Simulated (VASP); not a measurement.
HfN, 2 atoms in the cell. It takes space group Fm-3m (No. 225, cubic). Conventional cell: a = 4.502 Å, b = 4.502 Å, c = 4.502 Å, α = 90.00°, β = 90.00°, γ = 90.00°. Hf (site symmetry m-3m) has 6 N at 2.25 Å within 3.0 Å. N (site symmetry m-3m) has 6 Hf at 2.25 Å within 3.0 Å. 

* Program: VASP 6.6.1
* Task: single point
* Functional: PBEsol
* Potentials or basis: VASP PAW PBE potentials, release 64 (Hf_pv, N)
* Cutoff: 520 eV
* k mesh: 14 × 14 × 14
* Occupations: gaussian, width 0.05 eV
* Spin: no spin polarisation
* Dipole correction: no
* Further INCAR settings: ALGO = Normal; EDIFF = 1e-07; NBANDS = 14

Potentials or basis: VASP PAW PBE potentials, release 64 (Hf_pv, N).

The run is started by

```bash
$ cat potpaw_PBE.64/Hf_pv/POTCAR potpaw_PBE.64/N/POTCAR > POTCAR
$ mpirun -np 1 vasp_std > vasp.out
```

Hardware: 1 thread of Intel Xeon 8259CL (shared host).

Task: How long does it take, and how much memory?

Result: Wall time 32 s on 1 thread of Intel Xeon 8259CL (shared host), peak memory 0.16 GiB. Counts: scf iterations 14, k points 104.
